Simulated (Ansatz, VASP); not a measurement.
**HfO2: VASP and Ansatz over several settings**

```
CELL_PARAMETERS angstrom
0.00000 2.57444 2.57444
2.57444 0.00000 2.57444
2.57444 2.57444 0.00000
ATOMIC_POSITIONS crystal
Hf 0.00000 0.00000 0.00000
O 0.75000 0.75000 0.75000
O 0.25000 0.25000 0.25000
```

Single points on this cell with VASP 6.6.1 and Ansatz 0.2.0. Each row is one pair of runs. Alike in all rows: Ansatz's potentials, cutoff: Ansatz PAW, 420 eV.

| level | spin | k mesh | smearing | VASP's potentials, cutoff | pressure (GPa), VASP | pressure (GPa), Ansatz |
| --- | --- | --- | --- | --- | --- | --- |
| PBEsol | off | 9 × 9 × 9 | fermi-dirac, width 0.05 eV | VASP PAW PBE potentials, release 64 (Hf_pv, O), 520 eV | -17.6 | -14.4 |
| PBE+D3(BJ) | non-collinear, zero start, SOC | 7 × 7 × 7 | fermi-dirac, width 0.05 eV | VASP PAW PBE potentials, release 64 (Hf_pv, O), 520 eV | -13.5 | -10.5 |
| PBEsol+D3(BJ)+U (Hf d U = 6.5 eV) | off | 9 × 9 × 9 | tetrahedron | VASP PAW PBE potentials, release 64 (Hf_pv, O), 520 eV | -3.9 | -7.7 |
| PBE+D4 | off | 9 × 9 × 9 | fermi-dirac, width 0.05 eV | VASP PAW PBE potentials, release 64 (Hf_pv, O), 520 eV | -13.3 | -9.9 |
| LDA | non-collinear, zero start, SOC | 9 × 9 × 9 | fermi-dirac, width 0.05 eV | VASP PAW LDA potentials, release 64 (Hf_pv, O), 520 eV | -23.0 | -20.7 |

Pressure (GPa): the two programs differ by at most 3.82.

VASP's potentials hold 22 valence electrons a cell and Ansatz's 38, so a difference there can come from the potentials and not from the codes.

Noted on Ansatz's runs: odd divisions of the mesh miss points on the zone boundary, where band edges often lie, so the gap on the mesh can be too wide; Pulay correction over one GPa.
